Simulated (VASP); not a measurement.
A run of VASP 6.6.1 is set up as follows.

File INCAR:

```
ALGO     = Normal         # electronic algorithm
EDIFF    = 1E-6           # SCF threshold, eV
ENCUT    = 520            # plane-wave cutoff, eV
GGA      = PS             # functional
ISIF     = 2              # what is computed and relaxed
ISMEAR   = 0              # smearing method
LASPH    = T              # aspherical terms in the spheres
LCHARG   = T              # write CHGCAR
LELF     = T              # ELF
LREAL    = F              # projectors in reciprocal space
LVHAR    = T            
LWAVE    = F              # write WAVECAR
NBANDS   = 28             # bands
NELM     = 60             # most SCF steps
PREC     = Accurate       # precision mode
SIGMA    = 0.01           # smearing width, eV
```

File KPOINTS:

```
k-points
0
Gamma
  6 6 4
```

The input POSCAR:

```
PbSe
1.0
    2.1548765900     -6.1339473500      0.0000000000
    2.1548765900      6.1339473500      0.0000000000
    0.0000000000      0.0000000000      4.4504935700
Pb Se
2 2
Direct
    0.6317607300      0.3682392700      0.7500000000
    0.3682392700      0.6317607300      0.2500000000
    0.8612899600      0.1387100400      0.7500000000
    0.1387100400      0.8612899600      0.2500000000
```

Potentials or basis: VASP PAW PBE potentials, release 64 (Pb_d, Se).

Command:

```sh
$ cat potpaw_PBE.64/Pb_d/POTCAR potpaw_PBE.64/Se/POTCAR > POTCAR
$ mpirun -np 1 vasp_std > vasp.out
```

Task: What does it give for the largest force?

Result: 0.038 eV/Å.

Task: What does it give for the band gap on the k mesh?

Result: 1.14 eV, indirect (least direct gap 1.43 eV).

Task: Estimate the pressure.

Result: -1.8 GPa.

Forces on the atoms (eV/Å):
```
Pb   0.000 -0.018  0.000
Pb   0.000  0.018  0.000
Se   0.000 -0.038  0.000
Se   0.000  0.038  0.000
```

Caveat: the PAW data sets were made with another functional, which shifts forces and pressure a little; spin-orbit coupling is left out, which moves the levels of the heavy elements. A k mesh can miss the band edges.
